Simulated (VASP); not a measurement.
Wanted: the native input for a VASP 6.6.1 run.

```yaml
Task: single point
Functional: PBE
Potentials_or_basis: VASP PAW PBE potentials, release 64 (S, Zn)
Cutoff: 520 eV
k_mesh: 9 × 9 × 1
Occupations: gaussian, width 0.05 eV
Spin: no spin polarisation
Dipole_correction: yes
Further_INCAR_settings: ALGO = Normal; EDIFF = 1e-07; NBANDS = 46
```

The structure of ZnS lies in POSCAR:

```
ZnS
1.0
    3.8488726992      0.0000000000      0.0000000000
   -1.9244363496      3.3332215334      0.0000000000
    0.0000000000      0.0000000000     25.2134220477
S Zn
4 4
Direct
    0.0000000000      0.0000000000      0.2966479998
    0.3333333333      0.6666666667      0.4263722868
    0.6666666667      0.3333333333      0.5552872850
    0.0000000000      0.0000000000      0.6873162729
    0.3333333333      0.6666666667      0.3174726255
    0.6666666667      0.3333333333      0.4464874432
    0.0000000000      0.0000000000      0.5758975012
    0.3333333333      0.6666666667      0.6945185855
```

The input as run:

INCAR

```
SYSTEM = ZnS
ALGO = Normal
DIPOL = 0.5 0.5 0.500
EDIFF = 1E-7
ENCUT = 520
GGA = PE
IDIPOL = 3
ISIF = 2
ISMEAR = 0
LASPH = .True.
LCHARG = .True.
LDIPOL = .True.
LELF = .True.
LREAL = .False.
LVACPOTAV = .True.
LVHAR = .True.
LWAVE = .False.
NBANDS = 46
NELM = 100
PREC = Accurate
SIGMA = 0.05
```

KPOINTS

```
k-points
0
Gamma
  9 9 1
  0 0 0
```

Potentials or basis: VASP PAW PBE potentials, release 64 (S, Zn).

Command:

```console
$ cat potpaw_PBE.64/S/POTCAR potpaw_PBE.64/Zn/POTCAR > POTCAR
$ mpirun -np 1 vasp_std > vasp.out
```

It gave:

```json
{"Largest force": "0.011 eV/Å", "Band gap on the k mesh": "zero (bands 36 and 37 overlap by 0.18 eV)"}
```

Wall time 19 min on 1 thread of Intel(R) Xeon(R) Platinum 8124M CPU @ 3.00GHz (Skylake/Cascade Lake), with other jobs on the host, peak memory 0.5 GiB.
